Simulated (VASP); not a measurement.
Wanted: the native input for a VASP 6.6.1 run.

* Task: single point
* Functional: LDA
* Potentials or basis: VASP PAW LDA potentials, release 64 (Sn_d, O)
* Cutoff: 520 eV
* k mesh: 10 × 10 × 10
* Occupations: gaussian, width 0.05 eV
* Spin: no spin polarisation
* Dipole correction: no
* Further INCAR settings: ALGO = Normal; EDIFF = 1e-06; NBANDS = 35

The structure of SnO2 lies in POSCAR:

```
SnO2
1.0
   -1.9861130355      1.9861130355      5.1792457290
    1.9861130355     -1.9861130355      5.1792457290
    1.9861130355      1.9861130355     -5.1792457290
Sn O
2 4
Direct
    0.7500000000      0.2500000000      0.5000000000
    0.0000000000      0.0000000000      0.0000000000
    0.7969975836      0.7969975836      0.0000000000
    0.9530024164      0.4530024164      0.5000000000
    0.2030024164      0.2030024164      0.0000000000
    0.5469975836      0.0469975836      0.5000000000
```

This cell differs from its parent crystal: strain +0.0175 x Voigt [0, 0, 1, 0, 0, 0].

These files were run (other wordings do the same):

INCAR

```
ALGO = Normal ; EDIFF = 1E-6
ENCUT = 520 ; GGA = CA
ISIF = 2 ; ISMEAR = 0
LASPH = T ; LCHARG = F
LREAL = F ; LWAVE = F
NBANDS = 35 ; NELM = 60
PREC = Accurate ; SIGMA = 0.05
```

KPOINTS

```
k-points
0
Gamma
  10 10 10
```

Potentials or basis: VASP PAW LDA potentials, release 64 (Sn_d, O).

Run with:

```bash
$ cat potpaw_LDA.64/Sn_d/POTCAR potpaw_LDA.64/O/POTCAR > POTCAR
$ mpirun -np 1 vasp_std > vasp.out
```

It gave:

```json
{"Pressure": "-2.6 GPa", "Largest force": "0.259 eV/Å", "Band gap on the k mesh": "1.51 eV, indirect (least direct gap 1.89 eV)"}
```

Caveat: the cell differs from its parent crystal (strain +0.0175 x Voigt [0, 0, 1, 0, 0, 0]); spin-orbit coupling is left out, which moves the levels of the heavy elements.

Wall time 4.2 min on 1 thread of Intel(R) Xeon(R) 6975P-C (Granite Rapids) (shared host), peak memory 0.4 GiB.
